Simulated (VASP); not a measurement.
NaH, 2 atoms in the cell. Symmetry: Immm, No. 71, orthorhombic system. The conventional cell has a = 3.263 Å, b = 3.517 Å, c = 4.710 Å, α = 90.00°, β = 90.00°, γ = 90.00°. Within 3.1 Å of Na (site symmetry mmm) lie 6 H at 2.36 to 2.40 Å. H (site symmetry mmm) has 6 Na at 2.36 to 2.40 Å within 3.1 Å.  This cell differs from its parent crystal: engineering shear strain xy -0.0750, normal strain along z -0.0175.

| Property | Result |
| --- | --- |
| Program | VASP 6.6.1 |
| Task | single point |
| Functional | r2SCAN |
| Potentials or basis | VASP PAW PBE potentials, release 64 (Na_pv, H) |
| Cutoff | 520 eV |
| k mesh | 8 × 8 × 8 |
| Occupations | fermi-dirac, width 0.2 eV |
| Spin | no spin polarisation |
| Dipole correction | no |
| Further INCAR settings | ALGO = Normal; EDIFF = 1e-06; NBANDS = 11 |

Potentials or basis: VASP PAW PBE potentials, release 64 (Na_pv, H).

Run with:

```sh
$ cat potpaw_PBE.64/Na_pv/POTCAR potpaw_PBE.64/H/POTCAR > POTCAR
$ cp INCAR.step1 INCAR
$ mpirun -np 1 vasp_std > vasp.out
$ cp INCAR.step2 INCAR
$ mpirun -np 1 vasp_std > vasp.out
```

Hardware: 1 thread of Intel(R) Xeon(R) 6975P-C (Granite Rapids), on a shared host.

Question: How long does it take, and how much memory?

Answer: It took 45 s on 1 thread of Intel(R) Xeon(R) 6975P-C (Granite Rapids), with other jobs on the host, peak memory 0.16 GiB. Counts: k points 95.
